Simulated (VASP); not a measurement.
Input of a VASP 6.6.1 run:

INCAR

```
PREC = Accurate
ENCUT = 520
EDIFF = 1E-7
ISMEAR = -1
SIGMA = 0.05
LREAL = F
LASPH = T
NELM = 100
ALGO = Normal
ISIF = 2
LWAVE = F
LCHARG = T
GGA = PE
LELF = T
LVHAR = T
NBANDS = 18
```

Contents of KPOINTS:

```
Automatic mesh
0
Gamma
  14 14 9
```

POSCAR

```
PtSe2
1.0
    3.7278000000      0.0000000000      0.0000000000
   -1.8639000000      3.2283695002      0.0000000000
    0.0000000000      0.0000000000      5.0816130000
Pt Se
1 2
Direct
    0.0000000000      0.0000000000      0.0000000000
    0.3333333333      0.6666666667      0.2581327842
    0.6666666667      0.3333333333      0.7418672158
```

Potentials or basis: VASP PAW PBE potentials, release 64 (Pt, Se).

The run is started by

```sh
$ cat potpaw_PBE.64/Pt/POTCAR potpaw_PBE.64/Se/POTCAR > POTCAR
$ mpirun -np 1 vasp_std > vasp.out
```

What does it give for the band gap on the k mesh?

Zero (bands 11 and 12 overlap by 0.55 eV).

Estimate the pressure.

4.0 GPa.

Stress tensor (GPa, compression positive):
```
4.78 0.00 0.00
0.00 4.78 0.00
0.00 0.00 2.36
```

Caveat: the cell differs from its parent crystal (z stretched by +1 %, then relaxed in part); the cell stands under pressure; spin-orbit coupling is left out, which moves the levels of the heavy elements.
